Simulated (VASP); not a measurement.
# CdS (P6_3mc) in VASP: a series of runs, part 2 of 2

VASP 6.6.1.

## Step 5: Single point, PBEsol, non-collinear spin, zero start, spin-orbit coupling (film at in-plane strain -0.01)

INCAR

```
PREC = Accurate
ENCUT = 520
EDIFF = 1E-7
ISMEAR = 0
SIGMA = 0.01
LREAL = False
LASPH = True
NELM = 150
ALGO = Normal
ISIF = 2
LWAVE = False
LCHARG = True
MAGMOM = 0 0 0 0 0 0 0 0 0 0 0 0
LORBIT = 11
LSORBIT = True
GGA_COMPAT = False
LORBMOM = True
GGA = PS
LVHAR = True
NBANDS = 50
```

KPOINTS

```
Automatic mesh
0
Gamma
  6 6 4
```

POSCAR

```
CdS
1.0
    4.0826189893      0.0000000000      0.0000000000
   -2.0413094946      3.5356517587      0.0000000000
    0.0000000000      0.0000000000      6.7723572459
Cd S
2 2
Direct
    0.3333333333      0.6666666667      0.0015227694
    0.6666666667      0.3333333333      0.5015227694
    0.3333333333      0.6666666667      0.3734772306
    0.6666666667      0.3333333333      0.8734772306
```

Potentials or basis: VASP PAW PBE potentials, release 64 (Cd, S).

Command:

```bash
$ cat potpaw_PBE.64/Cd/POTCAR potpaw_PBE.64/S/POTCAR > POTCAR
$ mpirun -np 1 vasp_ncl > vasp.out
```

OUTCAR:

```text
PREC = Accurate
   ENCUT = 520
   EDIFF = 1E-7
   ISMEAR = 0
   LREAL = False
   LASPH = True
   NELM = 150
   ISIF = 2
   LORBIT = 11
   LSORBIT = True
   GGA = PS

 ion  position               nearest neighbor table
   1  0.333  0.667  0.002-   4 2.51   4 2.51   4 2.51   3 2.52
   2  0.667  0.333  0.502-   3 2.51   3 2.51   3 2.51   4 2.52
   3  0.333  0.667  0.373-   2 2.51   2 2.51   2 2.51   1 2.52
   4  0.667  0.333  0.873-   1 2.51   1 2.51   1 2.51   2 2.52

  LATTYP: Found a hexagonal cell.
 ALAT       =     4.0826189893
 C/A-ratio  =     1.6588266658

  Lattice vectors:

 A1 = (   4.0826189893,   0.0000000000,   0.0000000000)
 A2 = (  -2.0413094946,   3.5356517587,   0.0000000000)
 A3 = (   0.0000000000,   0.0000000000,   6.7723572459)

Analysis of symmetry for initial positions (statically):
=====================================================================
 Subroutine PRICEL returns:
[... 1508 lines left out ...]
    -0.0014055    -0.0013912    -0.0042587     0.0000000    -0.0014055
    -0.0056741    -0.0014055     0.0000000    -0.0014055     0.0000000
 l=   3
     0.0000000     0.0000000     0.0000000     0.0000000     0.0000000     0.0000000     0.0000000
     0.0000000     0.0000000     0.0000000     0.0000000     0.0000000     0.0000000     0.0000000
     0.0000000     0.0000000     0.0000000     0.0000000     0.0000000     0.0000000     0.0000000
     0.0000000     0.0000000     0.0000000     0.0000000     0.0000000     0.0000000     0.0000000
[... 49 lines left out ...]
 l=   2
     0.0000000     0.0000000     0.0000000     0.0000000     0.0000000
     0.0000000     0.0000000     0.0000000     0.0000000     0.0000000
     0.0000000     0.0000000     0.0000000     0.0000000     0.0000000
     0.0000000     0.0000000     0.0000000     0.0000000     0.0000000
     0.0000000     0.0000000     0.0000000     0.0000000     0.0000000
 l=   3
     0.0000000     0.0000000     0.0000000     0.0000000     0.0000000     0.0000000     0.0000000
     0.0000000     0.0000000     0.0000000     0.0000000     0.0000000     0.0000000     0.0000000
     0.0000000     0.0000000     0.0000000     0.0000000     0.0000000     0.0000000     0.0000000
     0.0000000     0.0000000     0.0000000     0.0000000     0.0000000     0.0000000     0.0000000
     0.0000000     0.0000000     0.0000000     0.0000000     0.0000000     0.0000000     0.0000000
     0.0000000     0.0000000     0.0000000     0.0000000     0.0000000     0.0000000     0.0000000
     0.0000000     0.0000000     0.0000000     0.0000000     0.0000000     0.0000000     0.0000000

 total charge

# of ion       s       p       d       tot
------------------------------------------
    1        0.433   0.341   9.561  10.334
    2        0.433   0.341   9.561  10.334
    3        1.317   2.383   0.000   3.700
    4        1.317   2.383   0.000   3.700
--------------------------------------------------
tot          3.499   5.448  19.121  28.068

 magnetization (x)

# of ion       s       p       d       tot
------------------------------------------
    1       -0.000  -0.000   0.000  -0.000
    2        0.000   0.000  -0.000   0.000
    3        0.000  -0.000   0.000  -0.000
    4        0.000   0.000   0.000   0.000
--------------------------------------------------
tot          0.000  -0.000  -0.000  -0.000

 magnetization (y)

# of ion       s       p       d       tot
------------------------------------------
    1        0.000   0.000   0.000   0.000
    2       -0.000   0.000   0.000  -0.000
    3       -0.000   0.000   0.000   0.000
    4       -0.000   0.000   0.000  -0.000
--------------------------------------------------
tot         -0.000   0.000   0.000   0.000

 magnetization (z)

# of ion       s       p       d       tot
------------------------------------------
    1        0.000   0.000  -0.000  -0.000
    2        0.000   0.000   0.000   0.000
    3        0.000  -0.000   0.000  -0.000
    4        0.000   0.000   0.000   0.000
--------------------------------------------------
tot          0.000   0.000  -0.000   0.000
```

stdout:

```text
POSCAR found type information on POSCAR CdS
 POSCAR found :  2 types and       4 ions
 scaLAPACK will be used
 -----------------------------------------------------------------------------
|                                                                             |
|                                                                             |
|     You enforced a specific xc type in the INCAR file but a different       |
|     I HOPE YOU KNOW WHAT YOU ARE DOING!                                     |
|                                                                             |
 -----------------------------------------------------------------------------

 LDA part: xc-table for (Slater+PW92), standard interpolation
 POSCAR, INCAR and KPOINTS ok, starting setup
 FFT: planning ... GRIDC
 FFT: planning ... GRID_SOFT
 FFT: planning ... GRID
 WAVECAR not read
 entering main loop
```

Run time: 1.9 min. Hardware: 1 thread of Intel Xeon Platinum 8559C (Emerald Rapids), shared host; peak memory 0.47 GiB.

What came out:

| Quantity | Value |
| --- | --- |
| Free energy | -13.6811 eV |
| Pressure | 1.0 GPa |
| Net moment | 0.00 μB per cell |
| Valence electrons inside the program's atomic spheres | Cd 10.33; S 3.70 |

Stress tensor (GPa, compression positive):
```
1.36 0.00 0.00
0.00 1.36 0.00
0.00 0.00 0.40
```

Moments on the atoms (μB; x, y, z):
```
Cd  0.00 0.00 0.00
Cd  0.00 0.00 0.00
S   0.00 0.00 0.00
S   0.00 0.00 0.00
```

Caveat: the cell differs from its parent crystal (film at in-plane strain -0.01); the PAW data sets were made with another functional, which shifts forces and pressure a little.

## Step 6: Overview

```tsv
cell	pressure (GPa)	moment (μB)
a = 4.103, b = 4.103, c = 6.741 Å, angles 90.0, 90.0, 120.0°, 4 atoms, film at in-plane strain -0.005	0.7	0.00
a = 4.144, b = 4.144, c = 6.678 Å, angles 90.0, 90.0, 120.0°, 4 atoms, film at in-plane strain +0.005	0.1	0.00
a = 4.041, b = 4.041, c = 6.836 Å, angles 90.0, 90.0, 120.0°, 4 atoms, film at in-plane strain -0.02	1.7	0.00
a = 4.083, b = 4.083, c = 6.772 Å, angles 90.0, 90.0, 120.0°, 4 atoms, film at in-plane strain -0.01	1.0	0.00
```

Alike in all rows: task single point; level PBEsol; potentials or basis VASP PAW PBE potentials, release 64 (Cd, S); spin non-collinear, zero start, SOC; k mesh 6 × 6 × 4; cutoff (eV) 520; smearing gaussian 0.01 eV.

Caveats: the PAW data sets were made with another functional, which shifts forces and pressure a little.

Absolute energies hang on the potentials; compare differences alone.
